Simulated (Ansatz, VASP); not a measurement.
## Rb: VASP beside Ansatz

The input INCAR:

```
SYSTEM = Rb
  PREC = Accurate
  ENCUT = 520
  EDIFF = 1E-6
  ISMEAR = -1
  SIGMA = 0.1
  LREAL = .False.
  LASPH = .True.
  NELM = 100
  ALGO = Normal
  ISIF = 2
  LWAVE = .False.
  LCHARG = .False.
  GGA = PE
  NBANDS = 10
```

The input KPOINTS:

```
regular mesh
0
Gamma
  10 10 10
  0 0 0
```

POSCAR

```
Rb
1.0
   -2.3650135804      2.3650135804      2.3650135804
    2.3650135804     -2.3650135804      2.3650135804
    2.3650135804      2.3650135804     -2.3650135804
Rb
1
Direct
    0.0000000000      0.0000000000      0.0000000000
```

Input for Ansatz:

```yaml
crystal:
  lattice:
    - [-2.3650135804, 2.3650135804, 2.3650135804]
    - [2.3650135804, -2.3650135804, 2.3650135804]
    - [2.3650135804, 2.3650135804, -2.3650135804]
  atoms:
    - { symbol: Rb, position: [0.0, 0.0, 0.0] }
kpoints:
  mp_grid: { grid: [10, 10, 10] }
scf:
  occupations: { method: fermi_dirac, width: 0.1 }
hamiltonian:
  xc: pbe
  pseudopotentials: { kind: nc }
output:
  forces: true
  stress: true
  eigenvalues: true
```

Change from the starting cell: volume scaled by 0.58, norm-conserving files.

Alike in both runs: task single point; functional PBE; k mesh 10 × 10 × 10; occupations fermi-dirac, width 0.1 eV; no spin polarisation.

|  | VASP | Ansatz |
| --- | --- | --- |
| version | VASP 6.6.1 | Ansatz 0.2.0 |
| potentials or method | VASP PAW PBE potentials, release 64 (Rb_sv) | norm-conserving pseudopotentials, scalar-relativistic |
| plane-wave cutoff (eV) | 520 | 630 |
| valence electrons in the cell | 9 | 9 |

```csv
,VASP,Ansatz,Ansatz less VASP
pressure (GPa),4.0,4.0,0.00
```
